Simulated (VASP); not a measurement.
Crystal: Mo.

```xyz
1
Lattice="0.0000 1.9827 1.9827 1.9827 0.0000 1.9827 1.9827 1.9827 0.0000" Properties=species:S:1:pos:R:3 pbc="T T T"
Mo    0.0000    0.0000    0.0000
```

```yaml
Program: VASP 6.6.1
Task: relaxation of cell and atoms
Functional: LDA
Potentials_or_basis: VASP PAW LDA potentials, release 64 (Mo_sv)
Cutoff: 600 eV
k_mesh: 14 × 14 × 14
Occupations: fermi-dirac, width 0.1 eV
Spin: no spin polarisation
```

At the start: pressure -4.7 GPa; volume 15.59 Å³/atom.

Question: How do energy, volume and symmetry change on relaxing?

Answer: Over 3 steps the energy falls by 4.2 meV/atom and the volume is 15.31 Å³/atom (-1.8 %); space group Fm-3m (No. 225, to 0.05 Å).

The path:
| step | energy change (eV) | largest force (eV/Å) | pressure (GPa) | volume (Å³) |
| --- | --- | --- | --- | --- |
| 1 | 0.0000 | 0.0000 | -4.70 | 15.59 |
| 2 | 0.0267 | 0.0000 | 14.24 | 14.58 |
| 3 | -0.0042 | 0.0000 | -0.10 | 15.31 |

Final structure:
```yaml
crystal:
  lattice:
    - [0.00000, 1.97082, 1.97082]
    - [1.97082, 0.00000, 1.97082]
    - [1.97082, 1.97082, 0.00000]
  atoms:
    - { symbol: Mo, position: [0.00000, 0.00000, 0.00000] }
```
